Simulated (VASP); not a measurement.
Set up this calculation in VASP 6.6.1, as the native input.

```yaml
Task: single point
Functional: PBE
Potentials_or_basis: VASP PAW PBE potentials, release 64 (Sn_d, Se)
Cutoff: 520 eV
k_mesh: 10 × 10 × 6
Occupations: gaussian, width 0.05 eV
Spin: no spin polarisation
Dipole_correction: no
Further_INCAR_settings: ALGO = Normal; EDIFF = 1e-06; NBANDS = 20
```

The structure of SnSe2 lies in POSCAR:

```
SnSe2
1.0
    3.8110000000      0.0000000000      0.0000000000
   -1.9055000000      3.3004228138      0.0000000000
    0.0000000000      0.0000000000      6.1360000000
Sn Se
1 2
Direct
    0.0000000000      0.0000000000      0.0000000000
    0.6666666667      0.3333333333      0.7510000000
    0.3333333333      0.6666666667      0.2490000000
```

The input as run:

INCAR

```
SYSTEM = SnSe2
PREC     = Accurate       ! precision mode
ENCUT    = 520            ! plane-wave cutoff, eV
EDIFF    = 1E-6           ! SCF threshold, eV
ISMEAR   = 0              ! smearing method
SIGMA    = 0.05           ! smearing width, eV
LREAL    = .False.        ! projectors in reciprocal space
LASPH    = .True.         ! aspherical terms in the spheres
NELM     = 80             ! most SCF steps
ALGO     = Normal         ! electronic algorithm
ISIF     = 2              ! what is computed and relaxed
LWAVE    = .False.        ! write WAVECAR
LCHARG   = .False.        ! write CHGCAR
GGA      = PE             ! functional
NBANDS   = 20             ! bands
```

KPOINTS

```
Automatic mesh
0
Gamma
  10 10 6
  0 0 0
```

Potentials or basis: VASP PAW PBE potentials, release 64 (Sn_d, Se).

Run with:

```sh
$ cat potpaw_PBE.64/Sn_d/POTCAR potpaw_PBE.64/Se/POTCAR > POTCAR
$ mpirun -np 1 vasp_std > vasp.out
```

Results of the run:

- Pressure: 5.6 GPa
- Largest force: 0.805 eV/Å
- Band gap on the k mesh: 0.73 eV (least direct gap 1.09 eV)

Caveat: the cell stands under pressure; spin-orbit coupling is left out, which moves the levels of the heavy elements; this functional lacks dispersion, which binds the layers, so the pressure and a relaxed spacing across them are unreliable.

Run time: 2.1 min on 1 thread of Intel(R) Xeon(R) Platinum 8259CL CPU @ 2.50GHz (Skylake/Cascade Lake) (shared host), peak memory 0.25 GiB.
